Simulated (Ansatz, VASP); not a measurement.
# FeBiO4 in VASP and in Ansatz

File INCAR:

```
SYSTEM = FeBiO4
  PREC = Accurate
  ENCUT = 600
  EDIFF = 1E-6
  ISMEAR = 0
  SIGMA = 0.1
  LREAL = .False.
  LASPH = .True.
  NELM = 150
  ALGO = Normal
  ISIF = 3
  LWAVE = .False.
  LCHARG = .False.
  ISPIN = 2
  MAGMOM = 4 0 0 0 0 0
  LORBIT = 11
  LMAXMIX = 4
  GGA = PE
  IBRION = 2
  NSW = 90
  EDIFFG = -0.04
```

The input KPOINTS:

```
regular mesh
0
Gamma
  4 4 4
  0 0 0
```

The input POSCAR:

```
FeBiO4
1.0
    0.0000000000      3.3559588900      3.3559588900
    3.3559588900      0.0000000000      3.3559588900
    3.3559588900      3.3559588900      0.0000000000
Fe Bi O
1 1 4
Direct
    0.7500000000      0.7500000000      0.7500000000
    0.0000000000      0.0000000000      0.0000000000
    0.8769740200      0.3743419900      0.3743419900
    0.3743419900      0.3743419900      0.3743419900
    0.3743419900      0.8769740200      0.3743419900
    0.3743419900      0.3743419900      0.8769740200
```

Input for Ansatz:

```yaml
crystal:
  lattice:
    - [0.0, 3.35595889, 3.35595889]
    - [3.35595889, 0.0, 3.35595889]
    - [3.35595889, 3.35595889, 0.0]
  atoms:
    - { symbol: Fe, position: [0.75, 0.75, 0.75], spin: 4.0 }
    - { symbol: Bi, position: [0.0, 0.0, 0.0] }
    - { symbol: O, position: [0.87697402, 0.37434199, 0.37434199] }
    - { symbol: O, position: [0.37434199, 0.37434199, 0.37434199] }
    - { symbol: O, position: [0.37434199, 0.87697402, 0.37434199] }
    - { symbol: O, position: [0.37434199, 0.37434199, 0.87697402] }
basis:
  ecutwfc: 420
kpoints:
  mp_grid: { grid: [4, 4, 4] }
hamiltonian:
  xc: pbe
scf:
  occupations: { method: gaussian, width: 0.1 }
  lower_state_search: "off"
output:
  forces: true
  stress: true
  eigenvalues: true
  populations: true
magnetization:
  spin_polarized: true
relax:
  adjacent_minimum: "off"
  f_tol: 0.04
  max_steps: 70
  cell: { stress_tol: 0.4 }
```

Change from the starting cell: species swapped into the LuCdNi4 type (F-43m, No. 216).

Alike in both runs: task relaxation of cell and atoms; functional PBE; k mesh 4 × 4 × 4; occupations gaussian, width 0.1 eV; collinear spin.

|  | VASP | Ansatz |
| --- | --- | --- |
| version | VASP 6.6.1 | Ansatz 0.2.0 |
| potentials or method | VASP PAW PBE potentials, release 64 (Fe, Bi_d, O), cutoff 600 eV | scalar-relativistic, plane waves, PAW |
| valence electrons in the cell | 47 | 55 |

```tsv
	VASP	Ansatz	Ansatz less VASP
gap on the k mesh at the Fermi level, each at its own relaxed structure (eV)	none	none	-
net moment per atom (μB)	1.17	0.42	-0.747
size of the moment on the site where the two differ most (μB)	0.93	0.12	-0.804
relaxed volume (Å³/atom)	11.78	11.42	-0.359
relaxed length of the cell vector where the two differ most in proportion (Å)	4.641	4.593	-0.0476
```

The net moments are unlike, so the other rows may belong to different states. Site moments also hang on the region over which each program counts them. A gap of «none» marks a metal or a gap that the smearing closes. VASP's potentials hold 47 valence electrons a cell and Ansatz's 55, so a difference there can come from the potentials and not from the codes.

The k mesh is coarse, so the values compare programs but aren't converged. Spin-orbit coupling is off throughout.
